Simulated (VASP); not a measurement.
ZnS (qlda):

```
Zn S
1.0
     0.00000    2.69368    2.69368
     2.69368    0.00000    2.69368
     2.69368    2.69368    0.00000
Zn S
1 1
Direct
  0.00000 0.00000 0.00000
  0.75000 0.75000 0.75000
```

```yaml
Program: VASP 6.6.1
Task: relaxation of cell and atoms
Functional: LDA
Potentials_or_basis: VASP PAW LDA potentials, release 64 (Zn, S)
Cutoff: 600 eV
k_mesh: 8 × 8 × 8
Occupations: gaussian, width 0.02 eV
Spin: no spin polarisation
```

At the start: pressure -3.6 GPa; volume 19.55 Å³/atom.

Where does the relaxation end?

Over 6 steps the energy falls by 11.1 meV/atom and the volume is 18.63 Å³/atom (-4.7 %); space group F-43m (No. 216, to 0.05 Å).

Step by step:
| step | energy change (eV) | largest force (eV/Å) | pressure (GPa) | volume (Å³) |
| --- | --- | --- | --- | --- |
| 1 | 0.0000 | 0.0000 | -3.65 | 39.09 |
| 2 | -0.0192 | 0.0000 | 1.51 | 36.63 |
| 3 | -0.0222 | 0.0000 | -0.09 | 37.24 |
| 4 | -0.0222 | 0.0000 | 0.15 | 37.21 |
| 5 | -0.0222 | 0.0000 | -0.07 | 37.30 |
| 6 | -0.0222 | 0.0000 | -0.01 | 37.25 |

Final structure:
```yaml
crystal:
  lattice:
    - [0.00000, 2.65081, 2.65081]
    - [2.65081, 0.00000, 2.65081]
    - [2.65081, 2.65081, 0.00000]
  atoms:
    - { symbol: Zn, position: [0.00000, 0.00000, 0.00000] }
    - { symbol: S, position: [0.75000, 0.75000, 0.75000] }
```
